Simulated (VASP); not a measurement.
Wanted: the native input for a VASP 6.6.1 run.

- Task: single point
- Functional: PBEsol
- Potentials or basis: VASP PAW PBE potentials, release 64 (In_d)
- Cutoff: 520 eV
- k mesh: 13 × 13 × 13
- Occupations: fermi-dirac, width 0.1 eV
- Spin: no spin polarisation
- Dipole correction: no
- Further INCAR settings: ALGO = Normal; EDIFF = 1e-06; NBANDS = 12

The structure of In lies in POSCAR:

```
In
1.0
    0.0000000000      2.2731633479      2.2731633479
    2.2731633479      0.0000000000      2.2731633479
    2.2731633479      2.2731633479      0.0000000000
In
1
Direct
    0.0000000000      0.0000000000      0.0000000000
```

This cell differs from its parent crystal: volume scaled by 0.92.

One way to write it, as run:

INCAR

```
SYSTEM = In
PREC = Accurate ; ENCUT = 520
EDIFF = 1E-6 ; ISMEAR = -1
SIGMA = 0.1 ; LREAL = .False.
LASPH = .True. ; NELM = 60
ALGO = Normal ; ISIF = 2
LWAVE = .False. ; LCHARG = .True.
GGA = PS ; LELF = .True.
LVHAR = .True. ; NBANDS = 12
```

KPOINTS

```
Automatic mesh
0
Gamma
  13 13 13
  0 0 0
```

Potentials or basis: VASP PAW PBE potentials, release 64 (In_d).

Command:

```sh
$ cat potpaw_PBE.64/In_d/POTCAR > POTCAR
$ mpirun -np 1 vasp_std > vasp.out
```

It gave:

The pressure is 4.8 GPa.

Caveat: the PAW data sets were made with another functional, which shifts forces and pressure a little.

It took 6.6 s on 1 thread of Intel(R) Xeon(R) 6975P-C (Granite Rapids), with other jobs on the host, peak memory 0.14 GiB.
